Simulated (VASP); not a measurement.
BAs, 2 atoms in the cell. Symmetry: F-43m, No. 216, cubic system. Conventional cell: a = 4.777 Å, b = 4.777 Å, c = 4.777 Å, α = 90.00°, β = 90.00°, γ = 90.00°. B (site symmetry -43m) has 4 As at 2.07 Å within 2.7 Å. As (site symmetry -43m) has 4 B at 2.07 Å within 2.7 Å. 

```yaml
Program: VASP 6.6.1
Task: relaxation of cell and atoms
Functional: PBE
Potentials_or_basis: VASP PAW PBE potentials, release 64 (B, As)
Cutoff: 500 eV
k_mesh: 8 × 8 × 8
Occupations: gaussian, width 0.01 eV
Spin: no spin polarisation
Dipole_correction: no
Further_INCAR_settings: ALGO = Normal; EDIFF = 1e-07; IBRION = 2; EDIFFG = -0.03; NSW = 80; ISIF = 3
```

Potentials or basis: VASP PAW PBE potentials, release 64 (B, As).

The run is started by

```console
$ cat potpaw_PBE.64/B/POTCAR potpaw_PBE.64/As/POTCAR > POTCAR
$ mpirun -np 1 vasp_std > vasp.out
```

Hardware: 1 thread of Intel(R) Xeon(R) Platinum 8559C (Emerald Rapids), with other jobs on the host.

Question: Estimate the wall time of this run.

Answer: Wall time 12 s on 1 thread of Intel(R) Xeon(R) Platinum 8559C (Emerald Rapids), with other jobs on the host, peak memory 0.15 GiB. Counts: scf iterations 28, k points 29, ion steps 3.
